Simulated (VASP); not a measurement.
Here is a VASP 6.6.1 calculation.

File INCAR:

```
SYSTEM = Au
  PREC = Accurate
  ENCUT = 520
  EDIFF = 1E-6
  ISMEAR = 0
  SIGMA = 0.15
  LREAL = .FALSE.
  LASPH = .TRUE.
  NELM = 80
  ALGO = Fast
  ISIF = 2
  LWAVE = .FALSE.
  LCHARG = .TRUE.
  GGA = PS
  LELF = .TRUE.
  LVHAR = .TRUE.
  NBANDS = 18
```

File KPOINTS:

```
Automatic mesh
0
G
  18 18 10
  0 0 0
```

File POSCAR:

```
Au
1.0
    2.9724983707      0.0000000000      0.0000000000
   -1.4862491853      2.5742591017      0.0000000000
    0.0000000000      0.0000000000      4.6360000000
Au
2
Direct
    0.3333333333      0.6666666667      0.7500000000
    0.6666666667      0.3333333333      0.2500000000
```

Potentials or basis: VASP PAW PBE potentials, release 64 (Au).

Launch:

```console
$ cat potpaw_PBE.64/Au/POTCAR > POTCAR
$ mpirun -np 1 vasp_std > vasp.out
```

(1) Predict the band gap on the k mesh.

(2) Predict the pressure.

Results:

(1) zero (band 11 reaches 12.58 eV, above the bottom of band 12 at 6.07 eV).

(2) -5.8 GPa.

Caveat: the cell differs from its parent crystal (strain +0.025 along x and y, -0.050 along z); the PAW data sets were made with another functional, which shifts forces and pressure a little; spin-orbit coupling is left out, which moves the levels of the heavy elements.
